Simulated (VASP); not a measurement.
**SrTiO3: single point with PBE+U**

SrTiO3:

```
CELL_PARAMETERS angstrom
3.84897 0.00000 0.00000
0.00000 3.84897 0.00000
0.00000 0.00000 3.84897
ATOMIC_POSITIONS crystal
Sr 0.00000 0.00000 0.00000
Ti 0.50000 0.50000 0.50000
O 0.50000 0.00000 0.50000
O 0.50000 0.50000 0.00000
O 0.00000 0.50000 0.50000
```

- Program: VASP 6.6.1
- Task: single point
- Functional: PBE
- Potentials or basis: VASP PAW PBE potentials, release 64 (Sr_sv, Ti_sv, O)
- Cutoff: 520 eV
- k mesh: 8 × 8 × 8
- Occupations: gaussian, width 0.02 eV
- Spin: no spin polarisation
- Hubbard terms: Ti d U = 4.0 eV
- Dipole correction: no
- Further INCAR settings: ALGO = Normal; EDIFF = 1e-06; NBANDS = 28

* Pressure: 18.4 GPa
* Band gap on the k mesh: 2.48 eV, indirect (least direct gap 2.87 eV)

Levels at points of the mesh, in eV from the valence-band top:
```tsv
k point	band 17	band 18	band 19	band 20	band 21	band 22	band 23	band 24
(0.00, 0.00, 0.00)	-1.26	-0.39	-0.39	-0.39	2.48	2.48	2.48	4.63
(0.50, 0.00, 0.00)	-2.35	-2.15	-0.80	-0.80	2.71	4.51	4.51	4.66
(0.50, 0.50, 0.00)	-1.85	-1.63	-1.63	-0.10	4.53	4.53	5.01	5.65
(0.50, 0.50, 0.50)	-3.76	0.00	0.00	0.00	5.27	5.27	5.27	7.06
```

Eigenvalues of the final occupation matrices:
| site | spin | trace | eigenvalues |
| --- | --- | --- | --- |
| site 2 d | 1 | 0.85 | 0.11 0.11 0.11 0.27 0.27 |
| site 2 d | 2 | 0.85 | 0.11 0.11 0.11 0.27 0.27 |

Run time: 26 s on 1 thread of Intel(R) Xeon(R) 6975P-C (Granite Rapids), with other jobs on the host, peak memory 0.2 GiB.

A k mesh can miss the band edges.
